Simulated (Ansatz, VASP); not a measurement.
CO: VASP beside Ansatz

INCAR

```
SYSTEM = CO
ALGO     = Normal         ! electronic algorithm
EDIFF    = 1E-6           ! SCF threshold, eV
EDIFFG   = -0.02          ! ionic threshold
ENCUT    = 520            ! plane-wave cutoff, eV
GGA      = PE             ! functional
IBRION   = 2              ! ionic algorithm
ISIF     = 2              ! what is computed and relaxed
ISMEAR   = -1             ! smearing method
LASPH    = .True.         ! aspherical terms in the spheres
LCHARG   = .False.        ! write CHGCAR
LREAL    = .False.        ! projectors in reciprocal space
LWAVE    = .False.        ! write WAVECAR
NELM     = 80             ! most SCF steps
NSW      = 80             ! ionic steps
PREC     = Accurate       ! precision mode
SIGMA    = 0.05           ! smearing width, eV
```

KPOINTS

```
k-points
0
Gamma
  5 5 5
  0 0 0
```

The input POSCAR:

```
CO
1.0
    5.6300000000      0.0000000000      0.0000000000
    0.0000000000      5.6300000000      0.0000000000
    0.0000000000      0.0000000000      5.6300000000
C O
4 4
Direct
    0.9580000000      0.9580000000      0.9580000000
    0.5420000000      0.0420000000      0.4580000000
    0.4580000000      0.5420000000      0.0420000000
    0.0420000000      0.4580000000      0.5420000000
    0.0670000000      0.0670000000      0.0670000000
    0.4330000000      0.9330000000      0.5670000000
    0.5670000000      0.4330000000      0.9330000000
    0.9330000000      0.5670000000      0.4330000000
```

Input for Ansatz:

```yaml
crystal:
  lattice:
    - [5.63, 0.0, 0.0]
    - [0.0, 5.63, 0.0]
    - [0.0, 0.0, 5.63]
  atoms:
    - { symbol: C, position: [0.958, 0.958, 0.958] }
    - { symbol: C, position: [0.542, 0.042, 0.458] }
    - { symbol: C, position: [0.458, 0.542, 0.042] }
    - { symbol: C, position: [0.042, 0.458, 0.542] }
    - { symbol: O, position: [0.067, 0.067, 0.067] }
    - { symbol: O, position: [0.433, 0.933, 0.567] }
    - { symbol: O, position: [0.567, 0.433, 0.933] }
    - { symbol: O, position: [0.933, 0.567, 0.433] }
kpoints:
  mp_grid: { grid: [5, 5, 5] }
scf:
  occupations: { method: fermi_dirac, width: 0.05 }
hamiltonian:
  xc: pbe
  pseudopotentials: { kind: paw }
output:
  forces: true
  stress: true
  populations: true
  efg: { quadrupole_moments_barn: { O: -0.02558 }, contact_densities: true }
relax:
  f_tol: 0.02
  max_steps: 60
```

Alike in both runs: task relaxation of the atoms; functional PBE; k mesh 5 × 5 × 5; occupations fermi-dirac, width 0.05 eV; no spin polarisation.

|  | VASP | Ansatz |
| --- | --- | --- |
| version | VASP 6.6.1 | Ansatz 0.2.0 |
| potentials or method | VASP PAW PBE potentials, release 64 (C, O) | plane-wave PAW, scalar-relativistic |
| plane-wave cutoff (eV) | 520 | 420 |
| valence electrons in the cell | 40 | 40 |

|  | VASP | Ansatz | Ansatz less VASP |
| --- | --- | --- | --- |
| gap on the k mesh at the Fermi level, each at its own relaxed structure (eV) | 5.92 | 6.00 | +0.083 |

Ansatz's warnings: stress scf threshold loose.

Noted on VASP's run: the standard files for N, O and F lose accuracy on very short bonds.
